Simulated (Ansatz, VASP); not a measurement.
ZrC4 in VASP and in Ansatz

```
CELL_PARAMETERS angstrom
-2.69528 2.69528 1.68607
2.69528 -2.69528 1.68607
2.69528 2.69528 -1.68607
ATOMIC_POSITIONS crystal
Zr 0.00000 0.00000 0.00000
C 0.42161 0.89006 0.31167
C 0.10994 0.42161 0.53154
C 0.89006 0.57839 0.46846
C 0.57839 0.10994 0.68833
```

Change from the starting cell: species swapped into the LuAg4 type (I4/m, No. 87).

Alike in both runs: functional PBE; k mesh 14 × 14 × 14; occupations gaussian, width 0.1 eV; no spin polarisation.

Ansatz relaxed the structure, and its values are those at the end. VASP's run is a single point on that final structure, the one shown.

|  | VASP | Ansatz |
| --- | --- | --- |
| version | VASP 6.6.1 | Ansatz 0.2.0 |
| potentials or method | VASP PAW PBE potentials, release 64 (Zr_sv, C), cutoff 520 eV | scalar-relativistic, plane waves, PAW |
| valence electrons in the cell | 28 | 28 |

Ansatz gave:

- gap on the k mesh at the Fermi level (eV): none
- pressure (GPa): 0.0
- rms of the force components (eV/Å): 0.001

Problem. What did VASP give for the same quantities?

Solution. gap on the k mesh at the Fermi level (eV): none; pressure (GPa): 0.4; rms of the force components (eV/Å): 0.039.

A gap of «none» marks a metal or a gap that the smearing closes.
